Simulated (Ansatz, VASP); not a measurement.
**SiC in VASP and in Ansatz**

File INCAR:

```
SYSTEM = SiC
  PREC = Accurate
  ENCUT = 520
  EDIFF = 1E-6
  ISMEAR = -1
  SIGMA = 0.02
  LREAL = .False.
  LASPH = .True.
  NELM = 100
  ALGO = Normal
  ISIF = 2
  LWAVE = .False.
  LCHARG = .False.
  GGA = PE
  NBANDS = 26
```

Contents of KPOINTS:

```
regular mesh
0
Gamma
  12 12 4
  0 0 0
```

POSCAR

```
SiC
1.0
    3.0775550330      0.0000000000      0.0000000000
   -1.5387775165      2.6652408402      0.0000000000
    0.0000000000      0.0000000000      9.8751883303
Si C
4 4
Direct
    0.0000000000      0.0000000000     -0.0007470089
    0.3333333333      0.6666666667      0.2494250193
    0.0000000000      0.0000000000      0.4992529911
    0.6666666667      0.3333333333      0.7494250193
    0.0000000000      0.0000000000      0.1877907825
    0.3333333333      0.6666666667      0.4385312071
    0.0000000000      0.0000000000      0.6877907825
    0.6666666667      0.3333333333      0.9385312071
```

Input for Ansatz:

```yaml
crystal:
  lattice:
    - [3.077555033, 0.0, 0.0]
    - [-1.5387775165, 2.6652408402, 0.0]
    - [0.0, 0.0, 9.8751883303]
  atoms:
    - { symbol: Si, position: [0.0, 0.0, -0.0007470089] }
    - { symbol: Si, position: [0.3333333333, 0.6666666667, 0.2494250193] }
    - { symbol: Si, position: [0.0, 0.0, 0.4992529911] }
    - { symbol: Si, position: [0.6666666667, 0.3333333333, 0.7494250193] }
    - { symbol: C, position: [0.0, 0.0, 0.1877907825] }
    - { symbol: C, position: [0.3333333333, 0.6666666667, 0.4385312071] }
    - { symbol: C, position: [0.0, 0.0, 0.6877907825] }
    - { symbol: C, position: [0.6666666667, 0.3333333333, 0.9385312071] }
kpoints:
  mp_grid: { grid: [12, 12, 4] }
  band_path:
    path:
      - [0.0, 0.0, 0.0]
      - [0.5, 0.0, 0.0]
      - [0.3333333333, 0.3333333333, 0.0]
      - [0.0, 0.0, 0.5]
      - [0.5, 0.0, 0.5]
      - [0.3333333333, 0.3333333333, 0.5]
      - [0.0, 0.5, 0.0]
    npoints: 1
hamiltonian:
  xc: pbe
scf:
  occupations: { method: fermi_dirac, width: 0.02 }
  n_extra_bands: 6
output:
  forces: true
  stress: true
  eigenvalues: true
```

Change from the starting cell: uniaxial_z strain -2.0%.

Alike in both runs: task single point; functional PBE; k mesh 12 × 12 × 4; occupations fermi-dirac, width 0.02 eV; no spin polarisation.

|  | VASP | Ansatz |
| --- | --- | --- |
| version | VASP 6.6.1 | Ansatz 0.2.0 |
| potentials or method | VASP PAW PBE potentials, release 64 (Si, C) | plane waves, PAW |
| plane-wave cutoff (eV) | 520 | 420 |
| valence electrons in the cell | 32 | 32 |

VASP gave:

```
gap on the k mesh at the Fermi level (eV)                     : 2.19
pressure (GPa)                                                : 8.2
traceless stress, the component that is largest in VASP (GPa) : 6.83
rms of the force components (eV/Å)                            : 0.013
```

Question: Which values does Ansatz return?

Answer: gap on the k mesh at the Fermi level (eV): 2.19; pressure (GPa): 8.3; traceless stress, the component that is largest in VASP (GPa): 6.79; rms of the force components (eV/Å): 0.014.

Atom by atom the forces differ by 0.001 eV/Å (rms over components).
